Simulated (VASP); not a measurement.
Crystal: Si.

```
Si
1.0
     2.44400    0.00000    0.00000
    -1.22200    2.11657    0.00000
     0.00000    0.00000    4.15200
Si
2
Cartesian
  0.0000 1.4110 1.0380
  1.2220 0.7055 3.1140
```

This isn't the form of Si at room conditions, which is diamond.

```yaml
Program: VASP 6.6.1
Task: relaxation of cell and atoms
Functional: PBE
Dispersion: D3(BJ)
Potentials_or_basis: VASP PAW PBE potentials, release 64 (Si)
Cutoff: 600 eV
k_mesh: 14 × 14 × 7
Occupations: fermi-dirac, width 0.1 eV
Spin: no spin polarisation
```

At the start: pressure 40.2 GPa; volume 10.74 Å³/atom.

Q: How do energy, volume and symmetry change on relaxing?

A: Over 7 steps the energy falls by 283.1 meV/atom and the volume is 13.57 Å³/atom (+26.4 %); space group P6_3/mmc (No. 194, to 0.1 Å) before and after.

The path:
```tsv
step	energy change (eV)	largest force (eV/Å)	pressure (GPa)	volume (Å³)
1	0.0000	0.0000	40.22	21.48
2	-0.4297	0.0000	-9.65	30.99
3	-0.5621	0.0000	0.12	27.03
4	-0.5620	0.0000	-0.30	27.15
5	-0.5645	0.0000	-0.24	27.15
6	-0.5653	0.0000	0.38	27.13
7	-0.5663	0.0000	0.12	27.14
```

Final structure:
```
Si
1.0
     2.61331    0.00000    0.00000
    -1.30666    2.26320    0.00000
     0.00000    0.00000    4.58910
Si
2
Direct
  0.33333 0.66667 0.25000
  0.66667 0.33333 0.75000
```

Caveat: the volume moved by over 15 % at a fixed basis, so the end points are rough.
